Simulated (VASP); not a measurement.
# AgO2 (P-1) in VASP: single point with PBE

Aim: the single point of AgO2 with PBE.

Program: VASP 6.6.1. These are calculated values, not measurements. Logs are shortened: lines on timing, memory, paths and dates and some standing lists are left out, and cuts for length are marked.

## 1. The cell of the first run

The typed cell holds 12 atoms: a = 4.217 Å, b = 5.246 Å, c = 7.153 Å, α = 89.99°, β = 90.15°, γ = 89.94°.

## 2. Single point, PBE

The input, INCAR:

```
ALGO = Normal
EDIFF = 1E-7
ENCUT = 520
GGA = PE
ISIF = 2
ISMEAR = 0
LASPH = True
LCHARG = False
LREAL = False
LWAVE = False
NBANDS = 58
NELM = 60
PREC = Accurate
SIGMA = 0.2
```

The input, KPOINTS:

```
k-points
0
Gamma
  6 4 4
```

The input, POSCAR:

```
AgO2
1.0
    4.2168653263      0.0021422170     -0.0055683260
    0.0030931118      5.2456109734      0.0005066044
   -0.0097034257      0.0007594490      7.1531570888
Ag O
4 8
Direct
   -0.0000059713     -0.0000027363      0.0000059630
    0.0000009288      0.0000010505      0.4999949377
    0.4999926408      0.5000398880      0.2499943357
    0.5000034531      0.4999629489      0.7499985270
    0.8674906353      0.5791668670     -0.0001239259
    0.8674948430      0.5791789524      0.4999058386
    0.1325041108      0.4208265270      0.0001122200
    0.1325170789      0.4208373911      0.5000951069
    0.3675515254      0.9210223876      0.2499216515
    0.3675649058      0.9209473203      0.7499054425
    0.6324308145      0.0790505731      0.2500972254
    0.6324550350      0.0789688303      0.7500926778
```

Potentials or basis: VASP PAW PBE potentials, release 64 (Ag, O).

Run with:

```sh
cat potpaw_PBE.64/Ag/POTCAR potpaw_PBE.64/O/POTCAR > POTCAR
mpirun -np 1 vasp_std > vasp.out
```

OUTCAR:

```text
EDIFF = 1E-7
   ENCUT = 520
   GGA = PE
   ISIF = 2
   ISMEAR = 0
   LASPH = True
   LREAL = False
   NELM = 60
   PREC = Accurate

 ion  position               nearest neighbor table
   1  1.000  1.000  0.000-   5 2.28   7 2.28  12 2.40   9 2.40  11 2.41  10 2.41   2 3.58   2 3.58

   2  0.000  0.000  0.500-   6 2.28   8 2.28  11 2.40  10 2.40   9 2.41  12 2.41   1 3.58   1 3.58

   3  0.500  0.500  0.250-   9 2.28  11 2.28   7 2.40   6 2.40   8 2.41   5 2.41   4 3.58   4 3.58

   4  0.500  0.500  0.750-  10 2.28  12 2.28   5 2.40   8 2.40   6 2.41   7 2.41   3 3.58   3 3.58

   5  0.867  0.579  1.000-   7 1.39   1 2.28   4 2.40   3 2.41
   6  0.867  0.579  0.500-   8 1.39   2 2.28   3 2.40   4 2.41
   7  0.133  0.421  0.000-   5 1.39   1 2.28   3 2.40   4 2.41
   8  0.133  0.421  0.500-   6 1.39   2 2.28   4 2.40   3 2.41
   9  0.368  0.921  0.250-  11 1.39   3 2.28   1 2.40   2 2.41
  10  0.368  0.921  0.750-  12 1.39   4 2.28   2 2.40   1 2.41
  11  0.632  0.079  0.250-   9 1.39   3 2.28   2 2.40   1 2.41
  12  0.632  0.079  0.750-  10 1.39   4 2.28   1 2.40   2 2.41

  LATTYP: Found a triclinic cell.
 ALAT       =     9.8316366563
 B/A-ratio  =     1.5181279090
 C/A-ratio  =     0.5335441182
 COS(alpha) =     0.0001165153
 COS(beta)  =     0.5338679327
 COS(gamma) =     0.8202649004

  Lattice vectors:

 A1 = (   4.2296618638,   5.2469937414,  -7.1582188104)
 A2 = (   4.2362721777,   0.0006233190, -14.3118825036)
 A3 = (   0.0030931118,   5.2456109734,   0.0005066044)

Analysis of symmetry for initial positions (statically):
=====================================================================
 Subroutine PRICEL returns:
 Original cell was already a primitive cell.

 Routine SETGRP: Setting up the symmetry group for a
 triclinic supercell.

 Subroutine GETGRP returns: Found  1 space group operations
 (whereof  1 operations were pure point group operations)
 out of a pool of  2 trial point group operations.

The static configuration has the point symmetry C_1 .

Analysis of symmetry for dynamics (positions and initial velocities):
=====================================================================
 Subroutine PRICEL returns:
 Original cell was already a primitive cell.

 Routine SETGRP: Setting up the symmetry group for a
 triclinic supercell.

 Subroutine GETGRP returns: Found  1 space group operations
 (whereof  1 operations were pure point group operations)
 out of a pool of  2 trial point group operations.

The dynamic configuration has the point symmetry C_1 .

 Subroutine INISYM returns: Found  1 space group operations
 (whereof  1 operations are pure point group operations),
 and found     1 'primitive' translations

----------------------------------------------------------------------------------------

                                     Primitive cell

  volume of cell :     158.2278

  direct lattice vectors                    reciprocal lattice vectors
     4.216865326  0.002142217 -0.005568326     0.237143474 -0.000139864  0.000321706
     0.003093112  5.245610973  0.000506604    -0.000096872  0.190635622 -0.000020371
    -0.009703426  0.000759449  7.153157089     0.000184610 -0.000013610  0.139798664

  length of vectors
     4.216869547  5.245611910  7.153163711     0.237143733  0.190635648  0.139798786

  position of ions in fractional coordinates (direct lattice)
     0.999994029  0.999997264  0.000005963
     0.000000929  0.000001051  0.499994938
     0.499992641  0.500039888  0.249994336
     0.500003453  0.499962949  0.749998527
     0.867490635  0.579166867  0.999876074
     0.867494843  0.579178952  0.499905839
     0.132504111  0.420826527  0.000112220
     0.132517079  0.420837391  0.500095107
     0.367551525  0.921022388  0.249921652
     0.367564906  0.920947320  0.749905443
     0.632430814  0.079050573  0.250097225
     0.632455035  0.078968830  0.750092678

  ion indices of the primitive-cell ions
   primitive index   ion index
                 1           1
                 2           2
                 3           3
                 4           4
                 5           5
                 6           6
                 7           7
                 8           8
                 9           9
                10          10
                11          11
                12          12

----------------------------------------------------------------------------------------

 KPOINTS: k-points

Automatic generation of k-mesh.
 Grid dimensions read from file:
 generate k-points for:    6    4    4

 Generating k-lattice:

  Cartesian coordinates                     Fractional coordinates (reciprocal lattice)
     0.039523912 -0.000023311  0.000053618     0.166666667 -0.000000000 -0.000000000
    -0.000024218  0.047658905 -0.000005093    -0.000000000  0.250000000  0.000000000
     0.000046152 -0.000003403  0.034949666    -0.000000000  0.000000000  0.250000000

  Length of vectors
     0.039523956  0.047658912  0.034949697

  Shift w.r.t. Gamma in fractional coordinates (k-lattice)
     0.000000000  0.000000000  0.000000000

 Subroutine IBZKPT returns following result:
 ===========================================

 Found     52 irreducible k-points:

 Following reciprocal coordinates:
            Coordinates               Weight
  0.000000  0.000000  0.000000      1.000000
  0.166667 -0.000000 -0.000000      2.000000
  0.333333 -0.000000  0.000000      2.000000
  0.500000 -0.000000  0.000000      1.000000
  0.000000  0.250000  0.000000      2.000000
  0.166667  0.250000 -0.000000      2.000000
[... 16 lines left out ...]
  0.333333  0.250000  0.250000      2.000000
  0.500000  0.250000  0.250000      2.000000
 [... further k-points ...]
   k-points           NKPTS =     52   k-points in BZ     NKDIM =     52   number of bands    NBANDS=     58
   number of dos      NEDOS =    301   number of ions     NIONS =     12
   total plane-waves  NPLWV =  69120
   dimension x,y,z NGX =    32 NGY =   40 NGZ =   54
   dimension x,y,z NGXF=    64 NGYF=   80 NGZF=  108
   ions per type =               4   8
   NGX,Y,Z   is equivalent  to a cutoff of  12.62, 12.68, 12.55 a.u.
   NGXF,Y,Z  is equivalent  to a cutoff of  25.23, 25.35, 25.10 a.u.
 SYSTEM =  unknown system
   PREC   = accura    normal or accurate (medium, high low for compatibility)
   ISTART =      0    job   : 0-new  1-cont  2-samecut
   ICHARG =      2    charge: 1-file 2-atom 10-const
   ISPIN  =      1    spin polarized calculation?
   LNONCOLLINEAR =      F non collinear calculations
   LSORBIT =      F    spin-orbit coupling
   LASPH  =      T    aspherical Exc in radial PAW
   ENCUT  =  520.0 eV  38.22 Ry    6.18 a.u.   7.84  9.75 13.30*2*pi/ulx,y,z
   NELM   =     60;   NELMIN=  2; NELMDL= -5     # of ELM steps
   EDIFF  = 0.1E-06   stopping-criterion for ELM
   LREAL  =      F    real-space projection
   EDIFFG = 0.1E-05   stopping-criterion for IOM
   NSW    =      0    number of steps for IOM
   IBRION =     -1    ionic relax: 0-MD 1-quasi-New 2-CG
   NFREE  =      0    steps in history (QN), initial steepest desc. (CG)
   ISIF   =      2    stress and relaxation
   ISYM   =      2    0-nonsym 1-usesym 2-fastsym
   POTIM  = 0.5000    time-step for ionic-motion
   TEBEG  =    0.0;   TEEND  =   0.0 temperature during run
   PSTRESS=    0.0 pullay stress
   NELECT =      92.0000    total number of electrons
   NUPDOWN=      -1.0000    fix difference up-down
   EMIN   =  10.00;   EMAX   =-10.00  energy-range for DOS
   EFERMI =   0.00;   METHOD = LEGACY
   ISMEAR =     0;   SIGMA  =   0.20  broadening in eV -4-tet -1-fermi 0-gaus
   EFERMI_NEDOS =   21; number of points for ismear=-14 and -15
   IALGO  =     38    algorithm
   IMIX   =      4    mixing-type and parameters
     AMIX     =   0.40;   BMIX     =  1.00
     AMIX_MAG =   1.60;   BMIX_MAG =  1.00
  volume/ion in A,a.u.               =      13.19        88.98
  Fermi-wavevector in a.u.,A,eV,Ry     =   1.366396  2.582114 25.402591  1.867038
  Thomas-Fermi vector in A             =   2.492540
   LORBIT       =      0    0 simple, 1 ext, 2 COOP (PROOUT), +10 PAW based schemes
   GGA     = PE    functional components
   LHFCALC =     F    Hartree Fock is set to
   AEXX    =    0.0000 exact exchange contribution
   IVDW    =     0    specifies the selected vdW correction
   LEPSILON=     F    determine dielectric tensor
   LRPA    =     F    only Hartree local field effects (RPA)
 non-spin polarized calculation
 Gauss-broadening in eV      SIGMA  =   0.20
  energy-cutoff  :      520.00
  volume of cell :      158.23
 maximum number of plane-waves:      4286
   NGX = 15   NGY = 19   NGZ = 27

 number of electron      92.0000004 magnetization

 Free energy of the ion-electron system (eV)
  ---------------------------------------------------
  ext. energy  EPLUGINS =         0.00000000
  ---------------------------------------------------
  free energy    TOTEN  =       -50.32011115 eV

  energy without entropy =      -50.20131975  energy(sigma->0) =      -50.26071545

 E-fermi :   4.0602     XC(G=0): -10.4844

 val. band max:        4.0584405808   @ k =   0.1667  -0.0000  -0.0000
 cond. band min:       4.0604035637   @ k =   0.5000  -0.0000   0.2500
 fundamental gap:      0.0019629829
 Fermi energy:         4.0601635273

 k-point     1 :       0.0000    0.0000    0.0000
  band No.  band energies     occupation
      1     -19.1997      2.00000
      2     -19.0401      2.00000
      3     -19.0395      2.00000
      4     -19.0033      2.00000
      5     -11.2689      2.00000
      6     -11.2663      2.00000
[... 1453 lines left out ...]
     57      10.8417      0.00000
     58      10.8445      0.00000

 [... further k-points ...]

------------------------ aborting loop because EDIFF is reached ----------------------------------------

  FORCE on cell =-STRESS in cart. coord.  units (eV):
  Direction    XX          YY          ZZ          XY          YZ          ZX
  --------------------------------------------------------------------------------------
  -------------------------------------------------------------------------------------
  Total        0.6633275      0.3887689     -0.3794961     -0.0266723     -0.0035421      0.0261645
  in kB        6.7166991      3.9365837     -3.8426892     -0.2700779     -0.0358666      0.2649351
  external PRESSURE =       2.2701979 kB  Pullay stress =       0.0000000 kB

 VOLUME and BASIS-vectors are now :
 -----------------------------------------------------------------------------
  energy-cutoff  :      520.00
  volume of cell :      158.23
      direct lattice vectors                 reciprocal lattice vectors
     4.216865326  0.002142217 -0.005568326     0.237143474 -0.000139864  0.000321706
     0.003093112  5.245610973  0.000506604    -0.000096872  0.190635622 -0.000020371
    -0.009703426  0.000759449  7.153157089     0.000184610 -0.000013610  0.139798664

 POSITION                                       TOTAL-FORCE (eV/Angst)
 -----------------------------------------------------------------------------------
      4.21993      5.24774     -0.00502         0.000119     -0.000020     -0.000178
     -0.00485      0.00039      3.57654         0.000048      0.000252      0.000337
      2.10752      2.62428      1.78572         0.000187     -0.000306      0.000190
      2.10272      2.62425      5.36233        -0.000022      0.000034     -0.000084
      3.65018      3.04070      7.14773        -0.227750      0.168009      0.000377
      3.65505      3.04039      3.57137        -0.226939      0.167279     -0.000211
      0.56005      2.20778      0.00028         0.227668     -0.168028     -0.000263
      0.55526      2.20821      3.57673         0.226840     -0.167624      0.000145
      1.55034      4.83230      1.78615        -0.227980     -0.168442     -0.000129
      1.54554      4.83229      5.36261        -0.227372     -0.167752      0.000246
      2.66469      0.41621      1.78550         0.227887      0.168216     -0.000177
      2.65994      0.41616      5.36205         0.227315      0.168383     -0.000252
 -----------------------------------------------------------------------------------
    total drift:                                0.000014     -0.000007      0.000005

  FREE ENERGIE OF THE ION-ELECTRON SYSTEM (eV)
  ---------------------------------------------------
  free  energy   TOTEN  =       -50.3201111516 eV

  energy  without entropy=      -50.2013197543  energy(sigma->0) =      -50.26071545
```

Run time: 4.9 min. Hardware: 1 thread of Intel Xeon 6975P-C (Granite Rapids), shared host; peak memory 0.48 GiB.

What came out:

| Quantity | Value |
| --- | --- |
| Free energy | -50.3201 eV |
| Pressure | 0.2 GPa |
| Largest force | 0.283 eV/Å |
| Band gap on the k mesh | zero (bands 46 and 47 overlap by 1.25 eV) |

Forces in eV/Å, atoms in the order of the input:
```
Ag   0.000  0.000  0.000
Ag   0.000  0.000  0.000
Ag   0.000  0.000  0.000
Ag   0.000  0.000  0.000
O   -0.228  0.168  0.000
O   -0.227  0.167  0.000
O    0.228 -0.168  0.000
O    0.227 -0.168  0.000
O   -0.228 -0.168  0.000
O   -0.227 -0.168  0.000
O    0.228  0.168  0.000
O    0.227  0.168  0.000
```

Levels at points of the mesh, in eV from the Fermi level:
| k point | band 44 | band 45 | band 46 | band 47 | band 48 | band 49 |
| --- | --- | --- | --- | --- | --- | --- |
| (0.00, 0.00, 0.00) | -0.41 | -0.41 | 0.52 | 0.53 | 0.92 | 2.14 |
| (0.50, 0.00, 0.00) | -0.89 | -0.31 | -0.31 | 0.75 | 0.76 | 2.73 |
| (0.00, 0.50, 0.00) | -1.50 | -0.85 | -0.85 | 0.37 | 0.37 | 2.86 |
| (0.50, 0.50, 0.00) | -1.17 | -0.61 | -0.61 | -0.39 | -0.39 | 3.56 |
| (0.00, 0.00, 0.50) | -0.21 | -0.17 | -0.17 | 0.52 | 0.52 | 3.03 |
| (0.50, 0.00, 0.50) | -1.44 | 0.39 | 0.39 | 0.40 | 0.40 | 3.41 |
| (0.00, 0.50, 0.50) | -1.14 | -0.42 | -0.42 | -0.42 | -0.41 | 3.68 |
| (0.50, 0.50, 0.50) | -0.78 | -0.73 | -0.73 | -0.73 | -0.73 | 3.75 |
